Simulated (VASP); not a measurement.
# BiB (F-43m) in VASP: a series of runs

The runs below take BiB through single point, with LDA, r2SCAN.

Everything below comes from runs of VASP 6.6.1. Logs are shortened: lines on timing, memory, paths and dates and some standing lists are left out, and cuts for length are marked.

## 1. The cell of the first run

It takes space group F-43m (No. 216, cubic). The conventional cell has a = 5.490 Å, b = 5.490 Å, c = 5.490 Å, α = 90.00°, β = 90.00°, γ = 90.00°. B (site symmetry -43m) has 4 Bi at 2.38 Å within 3.1 Å. Within 3.1 Å of Bi (site symmetry -43m) lie 4 B at 2.38 Å.

## 2. Single point, LDA

INCAR

```
PREC     = Accurate       # precision mode
ENCUT    = 520            # plane-wave cutoff, eV
EDIFF    = 1E-6           # SCF threshold, eV
ISMEAR   = 0              # smearing method
SIGMA    = 0.01           # smearing width, eV
LREAL    = False          # projectors in reciprocal space
LASPH    = True           # aspherical terms in the spheres
NELM     = 100            # most SCF steps
ALGO     = Normal         # electronic algorithm
ISIF     = 2              # what is computed and relaxed
LWAVE    = False          # write WAVECAR
LCHARG   = False          # write CHGCAR
GGA      = CA             # functional
NBANDS   = 16             # bands
```

KPOINTS

```
Automatic mesh
0
Gamma
  8 8 8
```

POSCAR

```
BiB
1.0
    0.0000000000      2.7448744764      2.7448744764
    2.7448744764      0.0000000000      2.7448744764
    2.7448744764      2.7448744764      0.0000000000
B Bi
1 1
Direct
    0.0000000000      0.0000000000      0.0000000000
    0.2500000000      0.2500000000      0.2500000000
```

Potentials or basis: VASP PAW LDA potentials, release 64 (B, Bi_d).

Launch:

```
cat potpaw_LDA.64/B/POTCAR potpaw_LDA.64/Bi_d/POTCAR > POTCAR
mpirun -np 1 vasp_std > vasp.out
```

OUTCAR:

```text
PREC = Accurate
   ENCUT = 520
   EDIFF = 1E-6
   ISMEAR = 0
   LREAL = False
   LASPH = True
   NELM = 100
   ISIF = 2
   GGA = CA

 ion  position               nearest neighbor table
   1  0.000  0.000  0.000-   2 2.38   2 2.38   2 2.38   2 2.38
   2  0.250  0.250  0.250-   1 2.38   1 2.38   1 2.38   1 2.38

  LATTYP: Found a face centered cubic cell.
 ALAT       =     5.4897489528

  Lattice vectors:

 A1 = (   0.0000000000,   2.7448744764,   2.7448744764)
 A2 = (   2.7448744764,   0.0000000000,   2.7448744764)
 A3 = (   2.7448744764,   2.7448744764,   0.0000000000)

Analysis of symmetry for initial positions (statically):
=====================================================================
 Subroutine PRICEL returns:
 Original cell was already a primitive cell.

 Routine SETGRP: Setting up the symmetry group for a
 face centered cubic supercell.

 Subroutine GETGRP returns: Found 24 space group operations
 (whereof 24 operations were pure point group operations)
 out of a pool of 48 trial point group operations.

The static configuration has the point symmetry T_d .

Analysis of symmetry for dynamics (positions and initial velocities):
=====================================================================
 Subroutine PRICEL returns:
 Original cell was already a primitive cell.

 Routine SETGRP: Setting up the symmetry group for a
 face centered cubic supercell.

 Subroutine GETGRP returns: Found 24 space group operations
 (whereof 24 operations were pure point group operations)
 out of a pool of 48 trial point group operations.

The dynamic configuration has the point symmetry T_d .

 Subroutine INISYM returns: Found 24 space group operations
 (whereof 24 operations are pure point group operations),
 and found     1 'primitive' translations

----------------------------------------------------------------------------------------

                                     Primitive cell

  volume of cell :      41.3616

  direct lattice vectors                    reciprocal lattice vectors
     0.000000000  2.744874476  2.744874476    -0.182157692  0.182157692  0.182157692
     2.744874476  0.000000000  2.744874476     0.182157692 -0.182157692  0.182157692
     2.744874476  2.744874476  0.000000000     0.182157692  0.182157692 -0.182157692

  length of vectors
     3.881838712  3.881838712  3.881838712     0.315506378  0.315506378  0.315506378

  position of ions in fractional coordinates (direct lattice)
     0.000000000  0.000000000  0.000000000
     0.250000000  0.250000000  0.250000000

  ion indices of the primitive-cell ions
   primitive index   ion index
                 1           1
                 2           2

----------------------------------------------------------------------------------------

 KPOINTS: Automatic mesh

Automatic generation of k-mesh.
 Grid dimensions read from file:
 generate k-points for:    8    8    8

 Generating k-lattice:

  Cartesian coordinates                     Fractional coordinates (reciprocal lattice)
    -0.022769712  0.022769712  0.022769712     0.125000000  0.000000000  0.000000000
     0.022769712 -0.022769712  0.022769712     0.000000000  0.125000000  0.000000000
     0.022769712  0.022769712 -0.022769712     0.000000000  0.000000000  0.125000000

  Length of vectors
     0.039438297  0.039438297  0.039438297

  Shift w.r.t. Gamma in fractional coordinates (k-lattice)
     0.000000000  0.000000000  0.000000000

 Subroutine IBZKPT returns following result:
 ===========================================

 Found     29 irreducible k-points:

 Following reciprocal coordinates:
            Coordinates               Weight
  0.000000  0.000000  0.000000      1.000000
  0.125000  0.000000  0.000000      8.000000
  0.250000  0.000000  0.000000      8.000000
  0.375000  0.000000  0.000000      8.000000
  0.500000  0.000000  0.000000      4.000000
  0.125000  0.125000  0.000000      6.000000
[... 16 lines left out ...]
  0.500000  0.250000  0.125000     48.000000
 -0.375000  0.250000  0.125000     24.000000
 [... further k-points ...]
   k-points           NKPTS =     29   k-points in BZ     NKDIM =     29   number of bands    NBANDS=     16
   number of dos      NEDOS =    301   number of ions     NIONS =      2
   total plane-waves  NPLWV =  27000
   dimension x,y,z NGX =    30 NGY =   30 NGZ =   30
   dimension x,y,z NGXF=    60 NGYF=   60 NGZF=   60
   ions per type =               1   1
   NGX,Y,Z   is equivalent  to a cutoff of  12.85, 12.85, 12.85 a.u.
   NGXF,Y,Z  is equivalent  to a cutoff of  25.70, 25.70, 25.70 a.u.
 SYSTEM =  unknown system
   PREC   = accura    normal or accurate (medium, high low for compatibility)
   ISTART =      0    job   : 0-new  1-cont  2-samecut
   ICHARG =      2    charge: 1-file 2-atom 10-const
   ISPIN  =      1    spin polarized calculation?
   LNONCOLLINEAR =      F non collinear calculations
   LSORBIT =      F    spin-orbit coupling
   LASPH  =      T    aspherical Exc in radial PAW
   ENCUT  =  520.0 eV  38.22 Ry    6.18 a.u.   7.22  7.22  7.22*2*pi/ulx,y,z
   NELM   =    100;   NELMIN=  2; NELMDL= -5     # of ELM steps
   EDIFF  = 0.1E-05   stopping-criterion for ELM
   LREAL  =      F    real-space projection
   EDIFFG = 0.1E-04   stopping-criterion for IOM
   NSW    =      0    number of steps for IOM
   IBRION =     -1    ionic relax: 0-MD 1-quasi-New 2-CG
   NFREE  =      0    steps in history (QN), initial steepest desc. (CG)
   ISIF   =      2    stress and relaxation
   ISYM   =      2    0-nonsym 1-usesym 2-fastsym
   POTIM  = 0.5000    time-step for ionic-motion
   TEBEG  =    0.0;   TEEND  =   0.0 temperature during run
   PSTRESS=    0.0 pullay stress
   NELECT =      18.0000    total number of electrons
   NUPDOWN=      -1.0000    fix difference up-down
   EMIN   =  10.00;   EMAX   =-10.00  energy-range for DOS
   EFERMI =   0.00;   METHOD = LEGACY
   ISMEAR =     0;   SIGMA  =   0.01  broadening in eV -4-tet -1-fermi 0-gaus
   EFERMI_NEDOS =   21; number of points for ismear=-14 and -15
   IALGO  =     38    algorithm
   IMIX   =      4    mixing-type and parameters
     AMIX     =   0.40;   BMIX     =  1.00
     AMIX_MAG =   1.60;   BMIX_MAG =  1.00
  volume/ion in A,a.u.               =      20.68       139.56
  Fermi-wavevector in a.u.,A,eV,Ry     =   1.240604  2.344402 20.940704  1.539098
  Thomas-Fermi vector in A             =   2.375038
   LORBIT       =      0    0 simple, 1 ext, 2 COOP (PROOUT), +10 PAW based schemes
   GGA     = CA    functional components
   LHFCALC =     F    Hartree Fock is set to
   AEXX    =    0.0000 exact exchange contribution
   IVDW    =     0    specifies the selected vdW correction
   LEPSILON=     F    determine dielectric tensor
   LRPA    =     F    only Hartree local field effects (RPA)
 non-spin polarized calculation
 Gauss-broadening in eV      SIGMA  =   0.01
  energy-cutoff  :      520.00
  volume of cell :       41.36
 maximum number of plane-waves:      1139
 NGX is ok and might be reduce to    30
   NGX = 15   NGY = 15   NGZ = 15

 number of electron      17.9999997 magnetization

 Free energy of the ion-electron system (eV)
  ---------------------------------------------------
  ext. energy  EPLUGINS =         0.00000000
  ---------------------------------------------------
  free energy    TOTEN  =       -10.40931300 eV

  energy without entropy =      -10.40931300  energy(sigma->0) =      -10.40931300

 E-fermi :   7.0794     XC(G=0): -10.3072

 val. band max:        6.9580371780   @ k =   0.0000   0.0000   0.0000
 cond. band min:       7.3282547377   @ k =   0.0000   0.0000   0.0000
 fundamental gap:      0.3702175597
 Fermi energy:         7.0793869736

 k-point     1 :       0.0000    0.0000    0.0000
  band No.  band energies     occupation
      1     -16.1290      2.00000
      2     -16.1290      2.00000
      3     -16.1290      2.00000
      4     -16.0416      2.00000
      5     -16.0416      2.00000
      6      -7.1745      2.00000
[... 8 lines left out ...]
     15      17.4052      0.00000
     16      17.4052      0.00000

 k-point     2 :       0.1250    0.0000    0.0000
  band No.  band energies     occupation
      1     -16.1279      2.00000
      2     -16.1229      2.00000
      3     -16.1229      2.00000
      4     -16.0413      2.00000
      5     -16.0413      2.00000
      6      -6.9757      2.00000
[... 8 lines left out ...]
     15      16.5597      0.00000
     16      16.5597      0.00000

 k-point     3 :       0.2500    0.0000    0.0000
  band No.  band energies     occupation
      1     -16.1256      2.00000
      2     -16.1112      2.00000
      3     -16.1112      2.00000
      4     -16.0374      2.00000
      5     -16.0374      2.00000
      6      -6.4059      2.00000
[... 8 lines left out ...]
     15      16.2739      0.00000
     16      16.2739      0.00000

 k-point     4 :       0.3750    0.0000    0.0000
  band No.  band energies     occupation
      1     -16.1238      2.00000
      2     -16.1048      2.00000
      3     -16.1048      2.00000
      4     -16.0281      2.00000
      5     -16.0281      2.00000
      6      -5.6083      2.00000
[... 8 lines left out ...]
     15      17.1417      0.00000
     16      17.1417      0.00000
[... 324 lines left out ...]
 k-point    22 :       0.3750    0.2500    0.1250
  band No.  band energies     occupation
      1     -16.1363      2.00000
      2     -16.0956      2.00000
      3     -16.0882      2.00000
      4     -16.0517      2.00000
      5     -16.0258      2.00000
      6      -5.9149      2.00000
[... 8 lines left out ...]
     15      17.3948      0.00000
     16      17.7040      0.00000

 k-point    23 :       0.5000    0.2500    0.1250
  band No.  band energies     occupation
      1     -16.1276      2.00000
      2     -16.0964      2.00000
      3     -16.0772      2.00000
      4     -16.0460      2.00000
      5     -16.0239      2.00000
      6      -5.1682      2.00000
[... 8 lines left out ...]
     15      17.6598      0.00000
     16      18.3683      0.00000

 k-point    24 :      -0.3750    0.2500    0.1250
  band No.  band energies     occupation
      1     -16.1214      2.00000
      2     -16.0990      2.00000
      3     -16.0746      2.00000
      4     -16.0396      2.00000
      5     -16.0255      2.00000
      6      -4.7327      2.00000
[... 8 lines left out ...]
     15      17.6027      0.00000
     16      18.3455      0.00000

 [... further k-points ...]
[... 5 lines left out ...]
  --------------------------------------------------------------------------------------
  -------------------------------------------------------------------------------------
  Total       -0.8848736     -0.8848736     -0.8848736      0.0000000      0.0000000      0.0000000
  in kB      -34.2763329    -34.2763329    -34.2763329      0.0000000      0.0000000      0.0000000
  external PRESSURE =     -34.2763329 kB  Pullay stress =       0.0000000 kB

 VOLUME and BASIS-vectors are now :
 -----------------------------------------------------------------------------
  energy-cutoff  :      520.00
  volume of cell :       41.36
      direct lattice vectors                 reciprocal lattice vectors
     0.000000000  2.744874476  2.744874476    -0.182157692  0.182157692  0.182157692
     2.744874476  0.000000000  2.744874476     0.182157692 -0.182157692  0.182157692
     2.744874476  2.744874476  0.000000000     0.182157692  0.182157692 -0.182157692

 POSITION                                       TOTAL-FORCE (eV/Angst)
 -----------------------------------------------------------------------------------
      0.00000      0.00000      0.00000         0.000000     -0.000000      0.000000
      1.37244      1.37244      1.37244        -0.000000      0.000000     -0.000000
 -----------------------------------------------------------------------------------
    total drift:                                0.000000      0.000000      0.000000

  FREE ENERGIE OF THE ION-ELECTRON SYSTEM (eV)
  ---------------------------------------------------
  free  energy   TOTEN  =       -10.4093130042 eV

  energy  without entropy=      -10.4093130042  energy(sigma->0) =      -10.40931300
```

Run time: 18 s. Hardware: 1 thread of Intel Xeon Platinum 8488C (Sapphire Rapids), shared host; peak memory 0.15 GiB.

What came out:

* Free energy: -10.4093 eV
* Pressure: -3.4 GPa
* Band gap on the k mesh: 0.37 eV, direct

Levels at points of the mesh, in eV from the valence-band top:
| k point | band 5 | band 6 | band 7 | band 8 | band 9 | band 10 | band 11 | band 12 | band 13 | band 14 |
| --- | --- | --- | --- | --- | --- | --- | --- | --- | --- | --- |
| (0.00, 0.00, 0.00) | -23.00 | -14.13 | 0.00 | 0.00 | 0.00 | 0.37 | 2.76 | 2.76 | 2.76 | 6.06 |
| (0.50, 0.00, 0.00) | -22.98 | -12.09 | -7.65 | -1.61 | -1.61 | 0.43 | 4.13 | 4.13 | 5.88 | 8.26 |
| (0.50, 0.50, 0.00) | -22.97 | -11.18 | -7.72 | -3.47 | -3.47 | 0.85 | 0.90 | 8.20 | 8.54 | 8.54 |

Caveat: spin-orbit coupling is left out, which moves the levels of the heavy elements. A k mesh can miss the band edges.

## 3. Single point, r2SCAN

POSCAR is that of step 2.

INCAR.step1

```
SYSTEM = BiB
PREC = Accurate
ENCUT = 520
ISMEAR = -1
SIGMA = 0.02
LREAL = .FALSE.
LASPH = .TRUE.
NELM = 60
NBANDS = 16
GGA = PE
ALGO = Normal
EDIFF = 1E-4
LWAVE = .TRUE.
LCHARG = .FALSE.
```

INCAR.step2

```
SYSTEM = BiB
PREC = Accurate
ENCUT = 520
EDIFF = 1E-6
ISMEAR = -1
SIGMA = 0.02
LREAL = .FALSE.
LASPH = .TRUE.
NELM = 60
ALGO = Normal
ISIF = 2
LWAVE = .FALSE.
LCHARG = .FALSE.
METAGGA = R2SCAN
LMIXTAU = .TRUE.
NBANDS = 16
ISTART = 1
```

KPOINTS

```
Automatic mesh
0
G
  8 8 8
  0 0 0
```

Potentials or basis: VASP PAW PBE potentials, release 64 (B, Bi_d).

Launch:

```
cat potpaw_PBE.64/B/POTCAR potpaw_PBE.64/Bi_d/POTCAR > POTCAR
cp INCAR.step1 INCAR
mpirun -np 1 vasp_std > vasp.out
cp INCAR.step2 INCAR
mpirun -np 1 vasp_std > vasp.out
```

Wall time 77 s (1 thread of Intel Xeon Platinum 8488C (Sapphire Rapids), shared host); peak memory 0.18 GiB.

Results (log left out):

```yaml
Free_energy: -64.3084 eV
Pressure: -0.1 GPa
Band_gap_on_the_k_mesh: 0.39 eV, direct
```

Levels at points of the mesh, in eV from the valence-band top:
```tsv
k point	band 5	band 6	band 7	band 8	band 9	band 10	band 11	band 12	band 13	band 14
(0.00, 0.00, 0.00)	-23.77	-14.83	0.00	0.00	0.00	0.39	2.93	2.93	2.93	6.76
(0.50, 0.00, 0.00)	-23.75	-12.62	-8.14	-1.72	-1.72	0.53	4.40	4.40	6.51	9.03
(0.50, 0.50, 0.00)	-23.73	-11.59	-8.36	-3.68	-3.68	1.01	1.14	9.02	9.27	9.27
```

Caveat: the PAW data sets were made with another functional, which shifts forces and pressure a little; spin-orbit coupling is left out, which moves the levels of the heavy elements. A k mesh can miss the band edges.
